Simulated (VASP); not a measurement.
TiCuSiAs, 8 atoms in the cell. Symmetry: P4/nmm, No. 129, tetragonal system. Conventional cell: a = 3.569 Å, b = 3.569 Å, c = 9.243 Å, α = 90.00°, β = 90.00°, γ = 90.00°. Within 3.5 Å of Ti (site symmetry 4mm) lie 4 As at 2.66 Å and 4 Si at 2.68 Å and 4 Cu at 3.17 Å. Within 3.3 Å of Si (site symmetry -4m2) lie 4 Si at 2.52 Å and 4 Ti at 2.68 Å. Cu (site symmetry -4m2) has 4 As at 2.52 Å and 4 Cu at 2.52 Å and 4 Ti at 3.17 Å within 3.3 Å. Within 3.3 Å of As (site symmetry 4mm) lie 4 Cu at 2.52 Å and 4 Ti at 2.66 Å. 

| Item | Value |
| --- | --- |
| Program | VASP 6.6.1 |
| Task | single point |
| Functional | PBEsol |
| Potentials or basis | VASP PAW PBE potentials, release 64 (Ti_sv, Si, Cu, As) |
| Cutoff | 520 eV |
| k mesh | 6 × 6 × 3 |
| Occupations | fermi-dirac, width 0.1 eV |
| Spin | no spin polarisation |
| Dipole correction | no |
| Further INCAR settings | ALGO = Normal; EDIFF = 1e-06; NBANDS = 42 |

Potentials or basis: VASP PAW PBE potentials, release 64 (Ti_sv, Si, Cu, As).

Command:

```console
$ cat potpaw_PBE.64/Ti_sv/POTCAR potpaw_PBE.64/Si/POTCAR potpaw_PBE.64/Cu/POTCAR potpaw_PBE.64/As/POTCAR > POTCAR
$ mpirun -np 1 vasp_std > vasp.out
```

Hardware: 1 thread of AMD EPYC 7R43 64-Core Processor (Zen 3) (shared host).

Problem. Estimate the wall time of this run.

Solution. Run time: 2.5 min on 1 thread of AMD EPYC 7R43 64-Core Processor (Zen 3) (shared host), peak memory 0.24 GiB. Counts: scf iterations 17, k points 20.
